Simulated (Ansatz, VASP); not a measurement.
HfO2 in VASP and in Ansatz

```
Hf O
1.0
     0.00000    2.55750    2.55750
     2.55750    0.00000    2.55750
     2.55750    2.55750    0.00000
Hf O
1 2
Direct
  0.00000 0.00000 0.00000
  0.75000 0.75000 0.75000
  0.25000 0.25000 0.25000
```

Alike in both runs: task single point; functional PBE; k mesh 9 × 9 × 9; occupations gaussian, width 0.019 eV; no spin polarisation.

|  | VASP | Ansatz |
| --- | --- | --- |
| version | VASP 6.6.1 | Ansatz 0.2.0 |
| potentials or method | VASP PAW PBE potentials, release 64 (Hf_pv, O) | Ansatz PAW |
| plane-wave cutoff (eV) | 520 | 420 |
| valence electrons in the cell | 22 | 38 |

Ansatz gave:

```
gap on the k mesh at the Fermi level (eV) : 3.83
least direct gap on the mesh (eV)         : 3.94
pressure (GPa)                            : -2.5
```

Question: Which values does VASP return?

Answer: gap on the k mesh at the Fermi level (eV): 3.84; least direct gap on the mesh (eV): 3.95; pressure (GPa): -6.0.

With one functional, cell and mesh, what is left measures potentials, basis and numerics. VASP's potentials hold 22 valence electrons a cell and Ansatz's 38, so a difference there can come from the potentials and not from the codes.

Spin-orbit coupling is off throughout. Noted on Ansatz's run: odd divisions of the mesh miss points on the zone boundary, where band edges often lie, so the gap on the mesh can be too wide.
